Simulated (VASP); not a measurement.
Here is a VASP 6.6.1 calculation.

Contents of INCAR:

```
PREC     = Accurate       # precision mode
ENCUT    = 520            # plane-wave cutoff, eV
EDIFF    = 1E-6           # SCF threshold, eV
ISMEAR   = -1             # smearing method
SIGMA    = 0.05           # smearing width, eV
LREAL    = F              # projectors in reciprocal space
LASPH    = T              # aspherical terms in the spheres
NELM     = 60             # most SCF steps
ALGO     = Normal         # electronic algorithm
ISIF     = 2              # what is computed and relaxed
LWAVE    = F              # write WAVECAR
LCHARG   = T              # write CHGCAR
LELF     = T              # ELF
LVHAR    = T            
NBANDS   = 13             # bands
```

Contents of KPOINTS:

```
regular mesh
0
Gamma
  12 12 12
```

Contents of POSCAR:

```
Mo
1.0
   -1.5838089719      1.5838089719      1.5838089719
    1.5838089719     -1.5838089719      1.5838089719
    1.5838089719      1.5838089719     -1.5838089719
Mo
1
Direct
    0.0000000000      0.0000000000      0.0000000000
```

Potentials or basis: VASP PAW LDA potentials, release 64 (Mo_sv).

Launch:

```console
$ cat potpaw_LDA.64/Mo_sv/POTCAR > POTCAR
$ mpirun -np 1 vasp_std > vasp.out
```

**Question.** Predict the band gap on the k mesh.

**Answer.** Zero (band 7 reaches 16.12 eV, above the bottom of band 8 at 10.86 eV).

**Question.** Predict the pressure.

**Answer.** -13.2 GPa.
